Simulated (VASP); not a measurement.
A run of VASP 6.6.1 is set up as follows.

The input INCAR:

```
  ALGO = Normal
  EDIFF = 1E-7
  ENCUT = 520
  GGA = PS
  ISIF = 2
  ISMEAR = -1
  ISYM = 0
  IVDW = 13
  LASPH = T
  LCHARG = F
  LREAL = Auto
  LWAVE = F
  NBANDS = 87
  NELECT = 144.0
  NELM = 60
  PREC = Accurate
  SIGMA = 0.05
```

KPOINTS

```
Automatic mesh
0
Gamma
  1 1 1
  0.25 0.25 0.25
```

Contents of POSCAR:

```
Cd7SnS8
1.0
    8.2470030000      0.0000000000      0.0000000000
    0.0000000000      7.1421140000      0.0000000000
    0.0000000000      0.0000000000      6.7106280000
Cd Sn S
7 1 8
Direct
    0.2544570000      0.1680500000      0.4961210000
    0.9980520000      0.6681530000      0.5038740000
    0.7509760000      0.1639450000      0.5009020000
    0.9993570000      0.3335620000      0.9947910000
    0.4986560000      0.3336140000      0.9991130000
    0.2501120000      0.8296300000      0.0004270000
    0.7425570000      0.8346440000      0.0008320000
    0.4991710000      0.6673840000      0.4962970000
    0.0011640000      0.3295390000      0.3707710000
    0.4977730000      0.3316430000      0.3804210000
    0.2518390000      0.8379080000      0.3763120000
    0.7492380000      0.8309820000      0.3788720000
    0.2488400000      0.1676370000      0.8774890000
    0.9994100000      0.6664550000      0.8781760000
    0.7501280000      0.1629870000      0.8804880000
    0.5038290000      0.6648090000      0.8726940000
```

Potentials or basis: VASP PAW PBE potentials, release 64 (Cd, Sn_d, S).

The run is started by

```console
$ cat potpaw_PBE.64/Cd/POTCAR potpaw_PBE.64/Sn_d/POTCAR potpaw_PBE.64/S/POTCAR > POTCAR
$ mpirun -np 1 vasp_std > vasp.out
```

**Question.** Estimate the dispersion energy per atom.

**Answer.** -0.189 eV.

**Question.** What does it give for the largest force?

**Answer.** 1.198 eV/Å.

Forces in eV/Å, atoms in the order of the input:
```
Cd  -0.804  0.324  0.712
Cd   0.207 -0.789  0.341
Cd   0.482  0.445  0.478
Cd  -0.004 -0.048 -0.019
Cd   0.029 -0.600 -0.347
Cd  -0.347  0.360 -0.572
Cd   0.789  0.166 -0.359
Sn  -0.042 -0.200  0.343
S   -0.068  0.083  0.251
S    0.414  1.118 -0.112
S    0.678 -0.668  0.193
S   -0.842 -0.319  0.003
S    0.268 -0.248 -0.074
S   -0.129  0.240  0.091
S   -0.269  0.157 -0.130
S   -0.364 -0.022 -0.801
```

Caveat: the k points lie up to 0.94 Å⁻¹ apart; the cell carries a net charge on a neutralising background, which shifts energy and pressure; the PAW data sets were made with another functional, which shifts forces and pressure a little.
